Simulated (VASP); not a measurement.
# Mo (Fd-3m) in VASP: a series of runs, part 2 of 2

VASP 6.6.1.

### Step 5. Single point, r2SCAN (21.66 Å³/atom)

This run uses another cell than the first one, of 21.66 Å³/atom.

File POSCAR:

```
Mo
1.0
    0.0000000000      2.7875240904      2.7875240904
    2.7875240904      0.0000000000      2.7875240904
    2.7875240904      2.7875240904      0.0000000000
Mo
2
Direct
    0.1250000000      0.1250000000      0.1250000000
    0.8750000000      0.8750000000      0.8750000000
```

File INCAR.step1:

```
SYSTEM = Mo
ALGO = Normal
EDIFF = 1E-4
ENCUT = 520
GGA = PE
ISMEAR = -1
LASPH = .TRUE.
LCHARG = .FALSE.
LREAL = .FALSE.
LWAVE = .TRUE.
NBANDS = 21
NELM = 60
PREC = Accurate
SIGMA = 0.1
```

File INCAR.step2:

```
SYSTEM = Mo
ALGO = Normal
EDIFF = 1E-7
ENCUT = 520
ISIF = 2
ISMEAR = -1
ISTART = 1
LASPH = .TRUE.
LCHARG = .FALSE.
LMIXTAU = .TRUE.
LREAL = .FALSE.
LWAVE = .FALSE.
METAGGA = R2SCAN
NBANDS = 21
NELM = 60
PREC = Accurate
SIGMA = 0.1
```

File KPOINTS:

```
k-points
0
G
  11 11 11
  0 0 0
```

Potentials or basis: VASP PAW PBE potentials, release 64 (Mo_sv).

On the command line:

```
cat potpaw_PBE.64/Mo_sv/POTCAR > POTCAR
cp INCAR.step1 INCAR
mpirun -np 1 vasp_std > vasp.out
cp INCAR.step2 INCAR
mpirun -np 1 vasp_std > vasp.out
```

OUTCAR:

```text
SYSTEM = Mo
   EDIFF = 1E-7
   ENCUT = 520
   ISIF = 2
   ISMEAR = -1
   ISTART = 1
   LASPH = .TRUE.
   LREAL = .FALSE.
   METAGGA = R2SCAN
   NELM = 60
   PREC = Accurate

 ion  position               nearest neighbor table
   1  0.125  0.125  0.125-   2 2.41   2 2.41   2 2.41   2 2.41
   2  0.875  0.875  0.875-   1 2.41   1 2.41   1 2.41   1 2.41

  LATTYP: Found a face centered cubic cell.
 ALAT       =     5.5750481808

  Lattice vectors:

 A1 = (   0.0000000000,   2.7875240904,   2.7875240904)
 A2 = (   2.7875240904,   0.0000000000,   2.7875240904)
 A3 = (   2.7875240904,   2.7875240904,   0.0000000000)

Analysis of symmetry for initial positions (statically):
=====================================================================
 Subroutine PRICEL returns:
 Original cell was already a primitive cell.

 Routine SETGRP: Setting up the symmetry group for a
 face centered cubic supercell.

 Subroutine GETGRP returns: Found 48 space group operations
 (whereof 12 operations were pure point group operations)
 out of a pool of 48 trial point group operations.

The static configuration has the point symmetry D_3d.
 The point group associated with its full space group is O_h .

Analysis of symmetry for dynamics (positions and initial velocities):
[... 159 lines left out ...]

 E-fermi :   7.5686     XC(G=0): -11.9272

 val. band max:        7.5600305753   @ k =   0.3636   0.1818   0.0000
 cond. band min:       7.5693961248   @ k =  -0.4545   0.4545   0.0909
 fundamental gap:      0.0093655495
 Fermi energy:         7.5686437697

 k-point     1 :       0.0000    0.0000    0.0000
  band No.  band energies     occupation
      1     -54.8377      2.00000
      2     -53.9215      2.00000
      3     -28.5898      2.00000
      4     -28.5898      2.00000
      5     -28.5898      2.00000
      6     -27.2071      2.00000
[... 565 lines left out ...]
     20      17.1875      0.00000
     21      17.3904      0.00000

 [... further k-points ...]

------------------------ aborting loop because EDIFF is reached ----------------------------------------

  FORCE on cell =-STRESS in cart. coord.  units (eV):
  Direction    XX          YY          ZZ          XY          YZ          ZX
  --------------------------------------------------------------------------------------
  -------------------------------------------------------------------------------------
  Total        1.5878041      1.5878041      1.5878041     -0.0000000      0.0000000     -0.0000000
  in kB       58.7248093     58.7248093     58.7248093     -0.0000000      0.0000000     -0.0000000
  external PRESSURE =      58.7248093 kB  Pullay stress =       0.0000000 kB

 VOLUME and BASIS-vectors are now :
 -----------------------------------------------------------------------------
  energy-cutoff  :      520.00
  volume of cell :       43.32
      direct lattice vectors                 reciprocal lattice vectors
     0.000000000  2.787524090  2.787524090    -0.179370647  0.179370647  0.179370647
     2.787524090  0.000000000  2.787524090     0.179370647 -0.179370647  0.179370647
     2.787524090  2.787524090  0.000000000     0.179370647  0.179370647 -0.179370647

 POSITION                                       TOTAL-FORCE (eV/Angst)
 -----------------------------------------------------------------------------------
      0.69688      0.69688      0.69688         0.000000      0.000000      0.000000
      4.87817      4.87817      4.87817        -0.000000     -0.000000     -0.000000
 -----------------------------------------------------------------------------------
    total drift:                               -0.000000      0.000000      0.000000

  FREE ENERGIE OF THE ION-ELECTRON SYSTEM (eV)
  ---------------------------------------------------
  free  energy   TOTEN  =       -47.4813461670 eV

  energy  without entropy=      -47.4023497926  energy(sigma->0) =      -47.44184798
```

OUTCAR.step1:

```text
SYSTEM = Mo
   EDIFF = 1E-4
   ENCUT = 520
   GGA = PE
   ISMEAR = -1
   LASPH = .TRUE.
   LREAL = .FALSE.
[... 798 lines left out ...]
      0.69688      0.69688      0.69688        -0.000000     -0.000000     -0.000000
      4.87817      4.87817      4.87817         0.000000      0.000000      0.000000
 -----------------------------------------------------------------------------------
    total drift:                               -0.000000      0.000000      0.000000

  FREE ENERGIE OF THE ION-ELECTRON SYSTEM (eV)
  ---------------------------------------------------
  free  energy   TOTEN  =       -17.3909628885 eV

  energy  without entropy=      -17.3079335750  energy(sigma->0) =      -17.34944823
```

OSZICAR.step1:

```text
N       E                     dE             d eps       ncg     rms          rms(c)
DAV:   1     0.302219230851E+03    0.30222E+03   -0.17828E+04  2360   0.134E+03
DAV:   2    -0.110548352139E+02   -0.31327E+03   -0.30473E+03  2696   0.423E+02
DAV:   3    -0.175741552117E+02   -0.65193E+01   -0.63449E+01  2774   0.616E+01
DAV:   4    -0.176237760972E+02   -0.49621E-01   -0.49548E-01  2562   0.553E+00
DAV:   5    -0.176242085267E+02   -0.43243E-03   -0.43239E-03  2698   0.504E-01    0.148E+01
DAV:   6    -0.174275435243E+02    0.19667E+00   -0.43701E-01  2537   0.561E+00    0.652E+00
DAV:   7    -0.173937281568E+02    0.33815E-01   -0.81251E-02  2713   0.267E+00    0.129E+00
DAV:   8    -0.173909028060E+02    0.28254E-02   -0.93293E-03  2467   0.656E-01    0.110E-01
DAV:   9    -0.173909628885E+02   -0.60082E-04   -0.11728E-04  2029   0.880E-02
   1 F= -.17390963E+02 E0= -.17349448E+02  d E =-.830293E-01
```

Run time: 2.1 min. Hardware: 1 thread of Intel Xeon 6975P-C (Granite Rapids), shared host; peak memory 0.19 GiB.

What came out:

```
Free energy            : -47.4813 eV
Pressure               : 5.9 GPa
Band gap on the k mesh : zero (bands 14 and 15 overlap by 0.49 eV)
```

Levels at points of the mesh, in eV from the Fermi level:
| k point | band 10 | band 11 | band 12 | band 13 | band 14 | band 15 | band 16 | band 17 | band 18 | band 19 |
| --- | --- | --- | --- | --- | --- | --- | --- | --- | --- | --- |
| (0.00, 0.00, 0.00) | -2.52 | -2.52 | -1.54 | -1.54 | -1.54 | 1.46 | 1.46 | 1.46 | 4.95 | 4.95 |

Caveat: the cell stands under pressure; the PAW data sets were made with another functional, which shifts forces and pressure a little.

### Step 6. Single point, r2SCAN (22.56 Å³/atom)

File POSCAR:

```
Mo
1.0
    0.0000000000      2.8257140975      2.8257140975
    2.8257140975      0.0000000000      2.8257140975
    2.8257140975      2.8257140975      0.0000000000
Mo
2
Direct
    0.1250000000      0.1250000000      0.1250000000
    0.8750000000      0.8750000000      0.8750000000
```

File INCAR.step1:

```
PREC = Accurate ; ENCUT = 520
ISMEAR = -1 ; SIGMA = 0.1
LREAL = False ; LASPH = True
NELM = 100 ; NBANDS = 21
GGA = PE ; ALGO = Normal
EDIFF = 1E-4 ; LWAVE = True
LCHARG = False
```

File INCAR.step2:

```
PREC = Accurate ; ENCUT = 520
EDIFF = 1E-6 ; ISMEAR = -1
SIGMA = 0.1 ; LREAL = False
LASPH = True ; NELM = 100
ALGO = Normal ; ISIF = 2
LWAVE = False ; LCHARG = False
METAGGA = R2SCAN ; LMIXTAU = True
NBANDS = 21 ; ISTART = 1
```

File KPOINTS:

```
Automatic mesh
0
Gamma
  11 11 11
```

Potentials or basis: VASP PAW PBE potentials, release 64 (Mo_sv).

On the command line:

```
cat potpaw_PBE.64/Mo_sv/POTCAR > POTCAR
cp INCAR.step1 INCAR
mpirun -np 1 vasp_std > vasp.out
cp INCAR.step2 INCAR
mpirun -np 1 vasp_std > vasp.out
```

OUTCAR:

```text
PREC = Accurate
   ENCUT = 520
   EDIFF = 1E-6
   ISMEAR = -1
   LREAL = False
   LASPH = True
   NELM = 100
   ISIF = 2
   METAGGA = R2SCAN
   ISTART = 1

 ion  position               nearest neighbor table
   1  0.125  0.125  0.125-   2 2.45   2 2.45   2 2.45   2 2.45
   2  0.875  0.875  0.875-   1 2.45   1 2.45   1 2.45   1 2.45

  LATTYP: Found a face centered cubic cell.
 ALAT       =     5.6514281950

  Lattice vectors:

[... 761 lines left out ...]
     21      16.5418      0.00000

 [... further k-points ...]

------------------------ aborting loop because EDIFF is reached ----------------------------------------

  FORCE on cell =-STRESS in cart. coord.  units (eV):
  Direction    XX          YY          ZZ          XY          YZ          ZX
  --------------------------------------------------------------------------------------
  -------------------------------------------------------------------------------------
  Total        0.2353915      0.2353915      0.2353915     -0.0000000     -0.0000000     -0.0000000
  in kB        8.3576992      8.3576992      8.3576992     -0.0000000     -0.0000000     -0.0000000
  external PRESSURE =       8.3576992 kB  Pullay stress =       0.0000000 kB

 VOLUME and BASIS-vectors are now :
 -----------------------------------------------------------------------------
  energy-cutoff  :      520.00
  volume of cell :       45.12
      direct lattice vectors                 reciprocal lattice vectors
     0.000000000  2.825714098  2.825714098    -0.176946422  0.176946422  0.176946422
     2.825714098  0.000000000  2.825714098     0.176946422 -0.176946422  0.176946422
     2.825714098  2.825714098  0.000000000     0.176946422  0.176946422 -0.176946422

 POSITION                                       TOTAL-FORCE (eV/Angst)
 -----------------------------------------------------------------------------------
      0.70643      0.70643      0.70643        -0.000000     -0.000000     -0.000000
      4.94500      4.94500      4.94500         0.000000      0.000000      0.000000
 -----------------------------------------------------------------------------------
    total drift:                               -0.000000      0.000000      0.000000

  FREE ENERGIE OF THE ION-ELECTRON SYSTEM (eV)
  ---------------------------------------------------
  free  energy   TOTEN  =       -47.5183882092 eV

  energy  without entropy=      -47.4343812669  energy(sigma->0) =      -47.47638474
```

OUTCAR.step1:

```text
PREC = Accurate
   ENCUT = 520
   ISMEAR = -1
   LREAL = False
   LASPH = True
[... 799 lines left out ...]
      0.70643      0.70643      0.70643        -0.000000     -0.000000     -0.000000
      4.94500      4.94500      4.94500         0.000000      0.000000      0.000000
 -----------------------------------------------------------------------------------
    total drift:                               -0.000000      0.000000      0.000000

  FREE ENERGIE OF THE ION-ELECTRON SYSTEM (eV)
  ---------------------------------------------------
  free  energy   TOTEN  =       -17.4507421496 eV

  energy  without entropy=      -17.3623429908  energy(sigma->0) =      -17.40654257
```

Run time: 90 s. Hardware: 1 thread of Intel Xeon 6975P-C (Granite Rapids), shared host; peak memory 0.19 GiB.

What came out:

| Property | Result |
| --- | --- |
| Free energy | -47.5184 eV |
| Pressure | 0.8 GPa |
| Band gap on the k mesh | zero (bands 14 and 15 overlap by 0.50 eV) |

Caveat: the PAW data sets were made with another functional, which shifts forces and pressure a little.

### Step 7. The runs side by side

```tsv
cell	k mesh	gap on the mesh (eV)	pressure (GPa)
a = 3.996 Å, angles 60.0°, 2 atoms	10 × 10 × 10	none	0.8
a = 3.829 Å, angles 60.0°, 2 atoms	11 × 11 × 11	none	19.8
a = 3.887 Å, angles 60.0°, 2 atoms	11 × 11 × 11	none	12.1
a = 3.942 Å, angles 60.0°, 2 atoms	11 × 11 × 11	none	5.9
a = 3.996 Å, angles 60.0°, 2 atoms	11 × 11 × 11	none	0.8
```

Alike in all rows: task single point; level r2SCAN; potentials or basis VASP PAW PBE potentials, release 64 (Mo_sv); no spin polarisation; cutoff (eV) 520; smearing fermi-dirac 0.1 eV.

Caveats: the PAW data sets were made with another functional, which shifts forces and pressure a little; the cell stands under pressure (at least some runs).

Absolute energies hang on the potentials; compare differences alone.

The gap in the log of VASP goes by the Fermi energy; the results here count the filled bands.